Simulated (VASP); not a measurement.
# Ni (Fm-3m) in VASP: further runs

Runs on Ni. Level: PBE. Tasks: single point.

All numbers are computed with VASP 6.6.1; they aren't measurements. Logs are shortened: lines on timing, memory, paths and dates and some standing lists are left out, and cuts for length are marked.

## (1) The cell of the first run

Symmetry: Fm-3m, No. 225, cubic system. Conventional cell: a = 3.581 Å, b = 3.581 Å, c = 3.581 Å, α = 90.00°, β = 90.00°, γ = 90.00°. Within 3.3 Å of Ni (site symmetry m-3m) lie 12 Ni at 2.53 Å.

## (2) Single point, PBE, collinear spin

INCAR

```
ALGO = Normal
EDIFF = 1E-6
ENCUT = 520
GGA = PE
ISIF = 2
ISMEAR = -1
ISPIN = 2
ISYM = 0
LASPH = T
LCHARG = F
LMAXMIX = 4
LORBIT = 11
LREAL = F
LWAVE = F
MAGMOM = 0.06 0.06
NBANDS = 21
NELM = 150
PREC = Accurate
SIGMA = 0.1
```

KPOINTS

```
k-points
0
Gamma
  9 12 15
```

POSCAR

```
Ni
1.0
   -1.7905000000     -1.7905000000     -3.5810000000
    1.7905000000     -1.7905000000      0.0000000000
   -1.7905000000     -1.7905000000      0.0000000000
Ni
2
Direct
    0.0000000000      0.0000000000      0.0000000000
    0.5000000000      0.5000000000      0.0000000000
```

Potentials or basis: VASP PAW PBE potentials, release 64 (Ni).

Command:

```bash
$ cat potpaw_PBE.64/Ni/POTCAR > POTCAR
$ mpirun -np 1 vasp_std > vasp.out
```

OUTCAR:

```text
EDIFF = 1E-6
   ENCUT = 520
   GGA = PE
   ISIF = 2
   ISMEAR = -1
   ISPIN = 2
   ISYM = 0
   LASPH = T
   LORBIT = 11
   LREAL = F
   NELM = 150
   PREC = Accurate

 ion  position               nearest neighbor table
   1  0.000  0.000  0.000-   2 2.53   2 2.53   2 2.53   2 2.53   2 2.53   2 2.53   2 2.53   2 2.53

   2  0.500  0.500  0.000-   1 2.53   1 2.53   1 2.53   1 2.53   1 2.53   1 2.53   1 2.53   1 2.53

IMPORTANT INFORMATION: All symmetrisations will be switched off!
NOSYMM: (Re-)initialisation of all symmetry stuff for point group C_1.

----------------------------------------------------------------------------------------

                                     Primitive cell

  volume of cell :      22.9606

  direct lattice vectors                    reciprocal lattice vectors
    -1.790500000 -1.790500000 -3.581000000     0.000000000  0.000000000 -0.279251606
     1.790500000 -1.790500000  0.000000000     0.279251606 -0.279251606  0.000000000
    -1.790500000 -1.790500000  0.000000000    -0.279251606 -0.279251606  0.279251606

  length of vectors
     4.385811384  2.532149383  2.532149383     0.279251606  0.394921408  0.483677969

  position of ions in fractional coordinates (direct lattice)
     0.000000000  0.000000000  0.000000000
     0.500000000  0.500000000  0.000000000

  ion indices of the primitive-cell ions
   primitive index   ion index
                 1           1
                 2           2

----------------------------------------------------------------------------------------

 KPOINTS: k-points

Automatic generation of k-mesh.
 Grid dimensions read from file:
 generate k-points for:    9   12   15

 Generating k-lattice:

  Cartesian coordinates                     Fractional coordinates (reciprocal lattice)
     0.000000000  0.000000000 -0.031027956     0.111111111  0.000000000  0.000000000
     0.023270967 -0.023270967  0.000000000     0.000000000  0.083333333  0.000000000
    -0.018616774 -0.018616774  0.018616774     0.000000000  0.000000000  0.066666667

  Length of vectors
     0.031027956  0.032910117  0.032245198

  Shift w.r.t. Gamma in fractional coordinates (k-lattice)
     0.000000000  0.000000000  0.000000000

 -----------------------------------------------------------------------------
|                                                                             |
|           W    W    AA    RRRRR   N    N  II  N    N   GGGG   !!!           |
|           W    W   A  A   R    R  NN   N  II  NN   N  G    G  !!!           |
|           W    W  A    A  R    R  N N  N  II  N N  N  G       !!!           |
|           W WW W  AAAAAA  RRRRR   N  N N  II  N  N N  G  GGG   !            |
|           WW  WW  A    A  R   R   N   NN  II  N   NN  G    G                |
|           W    W  A    A  R    R  N    N  II  N    N   GGGG   !!!           |
|                                                                             |
|     Your reciprocal lattice and k-lattice belong to different lattice       |
|     classes:                                                                |
|                                                                             |
|        The reciprocal lattice is simple tetragonal,                         |
|        whereas your k-lattice is simple monoclinic.                         |
|                                                                             |
|     Results are often still useful ...                                      |
|                                                                             |
 -----------------------------------------------------------------------------

 WARNING: IBZKPT: internal override: KBLOWUP is changed to .FALSE.
      ... skipping the blow-up phase ...

 Subroutine IBZKPT returns following result:
 ===========================================

 Found    811 irreducible k-points:

 Following reciprocal coordinates:
            Coordinates               Weight
  0.000000  0.000000  0.000000      1.000000
  0.111111  0.000000  0.000000      2.000000
  0.222222  0.000000  0.000000      2.000000
  0.333333  0.000000  0.000000      2.000000
  0.444444  0.000000  0.000000      2.000000
  0.000000  0.083333  0.000000      2.000000
[... 16 lines left out ...]
 -0.111111  0.166667  0.000000      2.000000
  0.000000  0.250000  0.000000      2.000000
 [... further k-points ...]
   k-points           NKPTS =    811   k-points in BZ     NKDIM =    811   number of bands    NBANDS=     21
   number of dos      NEDOS =    301   number of ions     NIONS =      2
   total plane-waves  NPLWV =  14400
   dimension x,y,z NGX =    36 NGY =   20 NGZ =   20
   dimension x,y,z NGXF=    72 NGYF=   40 NGZF=   40
   ions per type =               2
   NGX,Y,Z   is equivalent  to a cutoff of  13.65, 13.13, 13.13 a.u.
   NGXF,Y,Z  is equivalent  to a cutoff of  27.29, 26.26, 26.26 a.u.
 SYSTEM =  unknown system
   PREC   = accura    normal or accurate (medium, high low for compatibility)
   ISTART =      0    job   : 0-new  1-cont  2-samecut
   ICHARG =      2    charge: 1-file 2-atom 10-const
   ISPIN  =      2    spin polarized calculation?
   LNONCOLLINEAR =      F non collinear calculations
   LSORBIT =      F    spin-orbit coupling
   LASPH  =      T    aspherical Exc in radial PAW
   ENCUT  =  520.0 eV  38.22 Ry    6.18 a.u.   8.15  4.71  4.71*2*pi/ulx,y,z
   NELM   =    150;   NELMIN=  2; NELMDL= -5     # of ELM steps
   EDIFF  = 0.1E-05   stopping-criterion for ELM
   LREAL  =      F    real-space projection
   EDIFFG = 0.1E-04   stopping-criterion for IOM
   NSW    =      0    number of steps for IOM
   IBRION =     -1    ionic relax: 0-MD 1-quasi-New 2-CG
   NFREE  =      0    steps in history (QN), initial steepest desc. (CG)
   ISIF   =      2    stress and relaxation
   ISYM   =      0    0-nonsym 1-usesym 2-fastsym
   POTIM  = 0.5000    time-step for ionic-motion
   TEBEG  =    0.0;   TEEND  =   0.0 temperature during run
   PSTRESS=    0.0 pullay stress
   NELECT =      20.0000    total number of electrons
   NUPDOWN=      -1.0000    fix difference up-down
   EMIN   =  10.00;   EMAX   =-10.00  energy-range for DOS
   EFERMI =   0.00;   METHOD = LEGACY
   ISMEAR =    -1;   SIGMA  =   0.10  broadening in eV -4-tet -1-fermi 0-gaus
   EFERMI_NEDOS =   21; number of points for ismear=-14 and -15
   IALGO  =     38    algorithm
   IMIX   =      4    mixing-type and parameters
     AMIX     =   0.40;   BMIX     =  1.00
     AMIX_MAG =   1.60;   BMIX_MAG =  1.00
  volume/ion in A,a.u.               =      11.48        77.47
  Fermi-wavevector in a.u.,A,eV,Ry     =   1.563473  2.954536 33.258750  2.444449
  Thomas-Fermi vector in A             =   2.666239
   LORBIT       =     11    0 simple, 1 ext, 2 COOP (PROOUT), +10 PAW based schemes
   GGA     = PE    functional components
   LHFCALC =     F    Hartree Fock is set to
   AEXX    =    0.0000 exact exchange contribution
   IVDW    =     0    specifies the selected vdW correction
   LEPSILON=     F    determine dielectric tensor
   LRPA    =     F    only Hartree local field effects (RPA)
 spin polarized calculation
  energy-cutoff  :      520.00
  volume of cell :       22.96
 maximum number of plane-waves:       633
 NGX is ok and might be reduce to    36
   NGX = 17   NGY =  9   NGZ =  9

 number of electron      19.9999992 magnetization      -0.0009936

 number of electron      19.9999992 magnetization       0.0003465

 Free energy of the ion-electron system (eV)
  ---------------------------------------------------
  ext. energy  EPLUGINS =         0.00000000
  ---------------------------------------------------
  free energy    TOTEN  =       -10.89234547 eV

  energy without entropy =      -10.71068495  energy(sigma->0) =      -10.80151521

 E-fermi :   8.4701     XC(G=0): -12.9398

 val. band max:        8.4698186692   @ k =   0.1111   0.5000   0.2667
 cond. band min:       8.4706343890   @ k =   0.2222   0.2500   0.0000
 fundamental gap:      0.0008157197
 Fermi energy:         8.4701321403

 spin component 1

 k-point     1 :       0.0000    0.0000    0.0000
  band No.  band energies     occupation
      1      -0.0239      1.00000
      2       4.4934      1.00000
      3       5.0463      1.00000
      4       6.7370      1.00000
      5       6.7377      1.00000
      6       6.7382      1.00000
[... 13 lines left out ...]
     20      35.3397      0.00000
     21      35.3403      0.00000

 k-point     2 :       0.1111    0.0000    0.0000
  band No.  band energies     occupation
      1       0.1310      1.00000
      2       4.4917      1.00000
      3       5.0935      1.00000
      4       6.6819      1.00000
      5       6.7799      1.00000
      6       6.7805      1.00000
[... 13 lines left out ...]
     20      34.0766      0.00000
     21      34.6252      0.00000

 k-point     3 :       0.2222    0.0000    0.0000
  band No.  band energies     occupation
      1       0.5886      1.00000
      2       4.4257      1.00000
      3       5.2306      1.00000
      4       6.5247      1.00000
      5       6.9050      1.00000
      6       6.9056      1.00000
[... 13 lines left out ...]
     20      32.0493      0.00000
     21      33.1788      0.00000
[... 457 lines left out ...]
 k-point    23 :      -0.1111    0.1667    0.0000
  band No.  band energies     occupation
      1       0.8107      1.00000
      2       4.8362      1.00000
      3       5.2923      1.00000
      4       6.5405      1.00000
      5       6.8872      1.00000
      6       6.8894      1.00000
[... 13 lines left out ...]
     20      34.9222      0.00000
     21      35.3936      0.00000

 k-point    24 :       0.0000    0.2500    0.0000
  band No.  band energies     occupation
      1       1.4821      1.00000
      2       5.1728      1.00000
      3       5.4486      1.00000
      4       6.3775      1.00000
      5       6.9395      1.00000
      6       6.9801      1.00000
[... 13 lines left out ...]
     20      36.3012      0.00000
     21      37.2194      0.00000

 [... further k-points ...]

 spin component 2

 k-point     1 :       0.0000    0.0000    0.0000
  band No.  band energies     occupation
      1      -0.0239      1.00000
      2       4.4935      1.00000
      3       5.0465      1.00000
      4       6.7373      1.00000
      5       6.7379      1.00000
      6       6.7385      1.00000
[... 13 lines left out ...]
     20      35.3397      0.00000
     21      35.3403      0.00000

 k-point     2 :       0.1111    0.0000    0.0000
  band No.  band energies     occupation
      1       0.1310      1.00000
      2       4.4918      1.00000
      3       5.0937      1.00000
      4       6.6821      1.00000
      5       6.7801      1.00000
      6       6.7807      1.00000
[... 13 lines left out ...]
     20      34.0766      0.00000
     21      34.6251      0.00000

 k-point     3 :       0.2222    0.0000    0.0000
  band No.  band energies     occupation
      1       0.5885      1.00000
      2       4.4258      1.00000
      3       5.2308      1.00000
      4       6.5249      1.00000
      5       6.9052      1.00000
      6       6.9058      1.00000
[... 13 lines left out ...]
     20      32.0493      0.00000
     21      33.1787      0.00000
[... 457 lines left out ...]
 k-point    23 :      -0.1111    0.1667    0.0000
  band No.  band energies     occupation
      1       0.8107      1.00000
      2       4.8363      1.00000
      3       5.2925      1.00000
      4       6.5407      1.00000
      5       6.8874      1.00000
      6       6.8896      1.00000
[... 13 lines left out ...]
     20      34.9222      0.00000
     21      35.3936      0.00000

 k-point    24 :       0.0000    0.2500    0.0000
  band No.  band energies     occupation
      1       1.4820      1.00000
      2       5.1729      1.00000
      3       5.4487      1.00000
      4       6.3777      1.00000
      5       6.9397      1.00000
      6       6.9802      1.00000
[... 13 lines left out ...]
     20      36.3012      0.00000
     21      37.2194      0.00000

 [... further k-points ...]
[... 5 lines left out ...]
  --------------------------------------------------------------------------------------
  -------------------------------------------------------------------------------------
  Total       -1.3856400     -1.3856401     -1.3699386      0.0051494     -0.0012003     -0.0012010
  in kB      -96.6892118    -96.6892181    -95.5935766      0.3593226     -0.0837553     -0.0838045
  external PRESSURE =     -96.3240022 kB  Pullay stress =       0.0000000 kB

 VOLUME and BASIS-vectors are now :
 -----------------------------------------------------------------------------
  energy-cutoff  :      520.00
  volume of cell :       22.96
      direct lattice vectors                 reciprocal lattice vectors
    -1.790500000 -1.790500000 -3.581000000     0.000000000  0.000000000 -0.279251606
     1.790500000 -1.790500000  0.000000000     0.279251606 -0.279251606  0.000000000
    -1.790500000 -1.790500000  0.000000000    -0.279251606 -0.279251606  0.279251606

 POSITION                                       TOTAL-FORCE (eV/Angst)
 -----------------------------------------------------------------------------------
      0.00000      0.00000      0.00000         0.000000      0.000000     -0.000000
      0.00000     -1.79050     -1.79050        -0.000000     -0.000000      0.000000
 -----------------------------------------------------------------------------------
    total drift:                               -0.000000      0.000000      0.000000

  FREE ENERGIE OF THE ION-ELECTRON SYSTEM (eV)
  ---------------------------------------------------
  free  energy   TOTEN  =       -10.8923454693 eV

  energy  without entropy=      -10.7106849472  energy(sigma->0) =      -10.80151521

 total charge

# of ion       s       p       d       tot
------------------------------------------
    1        0.472   0.447   8.303   9.222
    2        0.472   0.447   8.303   9.222
--------------------------------------------------
tot          0.944   0.895  16.606  18.445

 magnetization (x)

# of ion       s       p       d       tot
------------------------------------------
    1       -0.000  -0.000   0.000   0.000
    2       -0.000  -0.000   0.000   0.000
--------------------------------------------------
tot         -0.000  -0.000   0.001   0.001
```

Wall time 8.1 min (1 thread of Oxide Virtual Turin-like, shared host); peak memory 0.54 GiB.

Results:

```
Free energy                                           : -10.8923 eV
Pressure                                              : -9.6 GPa
Band gap on the k mesh                                : zero (filled and empty bands overlap)
Net moment                                            : 0.00 μB per cell
Valence electrons inside the program's atomic spheres : Ni 9.22
```

Levels at points of the mesh, in eV from the Fermi level:
Spin up:
```
           k point  band 7  band 8  band 9  band 10  band 11  band 12  band 13  band 14
(0.00, 0.00, 0.00)   -0.72   -0.72   -0.06     0.13     0.13     2.57     9.04    14.50
(0.00, 0.50, 0.00)   -1.14   -1.14   -0.74    -0.74     1.33     1.33    11.34    11.34
```
Spin down:
```tsv
k point	band 6	band 7	band 8	band 9	band 10	band 11	band 12	band 13	band 14	band 15
(0.00, 0.00, 0.00)	-1.73	-0.72	-0.72	-0.06	0.13	0.13	2.57	9.04	14.50	14.50
(0.00, 0.50, 0.00)	-2.13	-1.13	-1.13	-0.74	-0.74	1.33	1.33	11.34	11.34	12.62
```

Caveat: the cell stands under tension.

## (3) Single point, PBE, collinear spin

INCAR

```
ALGO = Normal
EDIFF = 1E-6
ENCUT = 520
GGA = PE
ISIF = 2
ISMEAR = -1
ISPIN = 2
ISYM = 0
LASPH = True
LCHARG = False
LMAXMIX = 4
LORBIT = 11
LREAL = False
LWAVE = False
MAGMOM = 0 2
NBANDS = 21
NELM = 150
PREC = Accurate
SIGMA = 0.1
```

KPOINTS is that of step 2.

POSCAR is that of step 2.

Potentials or basis: VASP PAW PBE potentials, release 64 (Ni).

Command:

```bash
$ cat potpaw_PBE.64/Ni/POTCAR > POTCAR
$ mpirun -np 1 vasp_std > vasp.out
```

Run time: 23 min. Hardware: 1 thread of Oxide Virtual Turin-like, shared host; peak memory 0.54 GiB.

Results (log left out):

```yaml
Free_energy: -10.9638 eV
Pressure: -8.6 GPa
Net_moment: 1.27 μB per cell
Site_moments: Ni +0.65 μB
Valence_electrons_inside_the_program's_atomic_spheres: Ni 9.22
```

Stress tensor (GPa, compression positive):
```
-8.61 -0.06  0.00
-0.06 -8.61  0.00
 0.00  0.00 -8.73
```

Levels at points of the mesh, in eV from the Fermi level:
Spin up:
```csv
k point,band 8,band 9,band 10,band 11,band 12,band 13,band 14,band 15
"(0.00, 0.00, 0.00)",-1.21,-0.56,-0.49,-0.48,2.43,8.75,14.34,14.34
"(0.00, 0.50, 0.00)",-1.61,-1.33,-1.33,0.87,0.87,11.09,11.09,12.40
```
Spin down:
```
           k point  band 6  band 7  band 8  band 9  band 10  band 11  band 12  band 13  band 14  band 15
(0.00, 0.00, 0.00)   -1.54   -0.60   -0.60    0.07     0.37     0.37     2.38     9.00    14.35    14.35
(0.00, 0.50, 0.00)   -2.03   -1.03   -1.03   -0.52    -0.52     1.44     1.44    11.26    11.26    12.51
```

Caveat: the cell stands under tension.
